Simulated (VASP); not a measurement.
Wanted: the native input for a VASP 6.6.1 run.

```yaml
Task: single point
Functional: r2SCAN
Potentials_or_basis: VASP PAW PBE potentials, release 64 (Sn_d, Te)
Cutoff: 520 eV
k_mesh: 6 × 6 × 6
Occupations: gaussian, width 0.1 eV
Spin: no spin polarisation
Dipole_correction: no
Further_INCAR_settings: ALGO = Normal; EDIFF = 1e-06; NBANDS = 17
```

SnTe:

```
CELL_PARAMETERS angstrom
4.12682 0.00000 0.00000
2.06341 3.57393 0.00000
2.06341 1.19131 3.36953
ATOMIC_POSITIONS crystal
Sn 0.00000 0.00000 0.00000
Te 0.50000 0.50000 0.50000
```

One way to write it, as run:

POSCAR

```
SnTe
1.0
    4.1268173165      0.0000000000      0.0000000000
    2.0634086582      3.5739286328      0.0000000000
    2.0634086582      1.1913095443      3.3695322290
Sn Te
1 1
Direct
    0.0000000000      0.0000000000      0.0000000000
    0.5000000000      0.5000000000      0.5000000000
```

INCAR.step1

```
SYSTEM = SnTe
PREC = Accurate
ENCUT = 520
ISMEAR = 0
SIGMA = 0.1
LREAL = .FALSE.
LASPH = .TRUE.
NELM = 60
NBANDS = 17
GGA = PE
ALGO = Normal
EDIFF = 1E-4
LWAVE = .TRUE.
LCHARG = .FALSE.
```

INCAR.step2

```
SYSTEM = SnTe
PREC = Accurate
ENCUT = 520
EDIFF = 1E-6
ISMEAR = 0
SIGMA = 0.1
LREAL = .FALSE.
LASPH = .TRUE.
NELM = 60
ALGO = Normal
ISIF = 2
LWAVE = .FALSE.
LCHARG = .TRUE.
METAGGA = R2SCAN
LMIXTAU = .TRUE.
LELF = .TRUE.
LVHAR = .TRUE.
NBANDS = 17
ISTART = 1
```

KPOINTS

```
regular mesh
0
G
  6 6 6
  0 0 0
```

Potentials or basis: VASP PAW PBE potentials, release 64 (Sn_d, Te).

Launch:

```bash
$ cat potpaw_PBE.64/Sn_d/POTCAR potpaw_PBE.64/Te/POTCAR > POTCAR
$ cp INCAR.step1 INCAR
$ mpirun -np 1 vasp_std > vasp.out
$ cp INCAR.step2 INCAR
$ mpirun -np 1 vasp_std > vasp.out
```

It gave:

```
Pressure               : 20.1 GPa
Band gap on the k mesh : zero (band 10 reaches 10.49 eV, above the bottom of band 11 at 10.09 eV)
```

Caveat: the PAW data sets were made with another functional, which shifts forces and pressure a little; spin-orbit coupling is left out, which moves the levels of the heavy elements.

Run time: 29 s on 1 thread of Intel(R) Xeon(R) Platinum 8375C CPU @ 2.90GHz (Ice Lake), with other jobs on the host, peak memory 0.18 GiB.
